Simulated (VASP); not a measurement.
The system is Ge.

```
Ge
1.0
     1.48805   -2.59469    0.00000
     1.48805    2.59469    0.00000
     0.00000    0.00000    4.72760
Ge
2
Direct
  0.33345 0.66655 0.25000
  0.66655 0.33345 0.75000
```

This isn't the form of Ge at room conditions, which is diamond.

| Property | Result |
| --- | --- |
| Program | VASP 6.6.1 |
| Task | relaxation of cell and atoms |
| Functional | RPBE |
| Dispersion | D3(BJ) |
| Potentials or basis | VASP PAW PBE potentials, release 64 (Ge_d) |
| Cutoff | 600 eV |
| k mesh | 10 × 10 × 6 |
| Occupations | fermi-dirac, width 0.05 eV |
| Spin | no spin polarisation |

At the start: pressure -14.8 GPa; volume 18.25 Å³/atom.

**Question.** Where does the relaxation end?

**Answer.** Over 39 steps the energy falls by 160.7 meV/atom and the volume is 15.39 Å³/atom (-15.7 %); space group P6_3/mmc (No. 194, to 0.1 Å) before, Cmcm (No. 63, to 0.1 Å).

The path:
| step | energy change (eV) | largest force (eV/Å) | pressure (GPa) | volume (Å³) |
| --- | --- | --- | --- | --- |
| 1 | 0.0000 | 0.0026 | -14.82 | 36.51 |
| 2 | -0.2147 | 0.0294 | 13.00 | 28.29 |
| 3 | -0.3070 | 0.0186 | 0.28 | 30.83 |
| 4 | -0.3067 | 0.0180 | -0.40 | 30.94 |
| 5 | -0.3165 | 0.0288 | -0.52 | 30.91 |
| 6 | -0.3176 | 0.0321 | -0.60 | 30.90 |
| 7 | -0.3177 | 0.0329 | -0.43 | 30.90 |
| 8 | -0.3179 | 0.0373 | 0.40 | 30.71 |
| 9 | -0.3180 | 0.0388 | 0.13 | 30.75 |
| 10 | -0.3180 | 0.0370 | 0.24 | 30.73 |
| 11 | -0.3183 | 0.0438 | 0.27 | 30.73 |
| 12 | -0.3184 | 0.0478 | 0.28 | 30.73 |
| 13 | -0.3188 | 0.0454 | -0.03 | 30.81 |
| 14 | -0.3189 | 0.0427 | -0.49 | 30.92 |
| 15 | -0.3191 | 0.0405 | -0.77 | 30.93 |
| 16 | -0.3195 | 0.0340 | -0.40 | 30.94 |
| 17 | -0.3201 | 0.0194 | -0.66 | 30.96 |
| 18 | -0.3208 | 0.0176 | -0.07 | 30.81 |
| 19 | -0.3208 | 0.0166 | 0.17 | 30.75 |
| 20 | -0.3209 | 0.0165 | 0.08 | 30.73 |
| 21 | -0.3208 | 0.0160 | 0.41 | 30.69 |
| 22 | -0.3209 | 0.0167 | 0.29 | 30.71 |
| 23 | -0.3210 | 0.0180 | 0.25 | 30.71 |
| 24 | -0.3211 | 0.0199 | 0.22 | 30.71 |
| 25 | -0.3213 | 0.0156 | 0.03 | 30.78 |
| 26 | -0.3213 | 0.0120 | -0.27 | 30.85 |
| 27 | -0.3213 | 0.0140 | -0.24 | 30.82 |
| 28 | -0.3214 | 0.0074 | -0.24 | 30.81 |
| 29 | -0.3214 | 0.0047 | 0.07 | 30.81 |
| 30 | -0.3214 | 0.0068 | -0.24 | 30.81 |
| 31 | -0.3214 | 0.0050 | 0.20 | 30.72 |
| 32 | -0.3214 | 0.0077 | 0.01 | 30.76 |
| 33 | -0.3214 | 0.0052 | 0.02 | 30.75 |
| 34 | -0.3214 | 0.0054 | 0.10 | 30.73 |
| 35 | -0.3214 | 0.0073 | 0.18 | 30.74 |
| 36 | -0.3214 | 0.0071 | 0.08 | 30.74 |
| 37 | -0.3214 | 0.0077 | 0.10 | 30.75 |
| 38 | -0.3214 | 0.0082 | 0.09 | 30.75 |
| 39 | -0.3215 | 0.0074 | -0.06 | 30.78 |

Final structure:
```cif
data_structure
_symmetry_space_group_name_H-M 'P 1'
_symmetry_Int_Tables_number 1
_cell_length_a 2.8069
_cell_length_b 2.8069
_cell_length_c 4.5827
_cell_angle_alpha 90.000
_cell_angle_beta 90.000
_cell_angle_gamma 121.520
_cell_volume 30.78
loop_
_atom_site_label
_atom_site_type_symbol
_atom_site_fract_x
_atom_site_fract_y
_atom_site_fract_z
_atom_site_occupancy
Ge1 Ge 0.34613 0.65387 0.25000 1
Ge2 Ge 0.65387 0.34613 0.75000 1
```

Caveat: the volume moved by over 15 % at a fixed basis, so the end points are rough; the dispersion term is far too large for a dense solid, which distorts pressure and volume; the PAW data sets were made with another functional, which shifts forces and pressure a little.
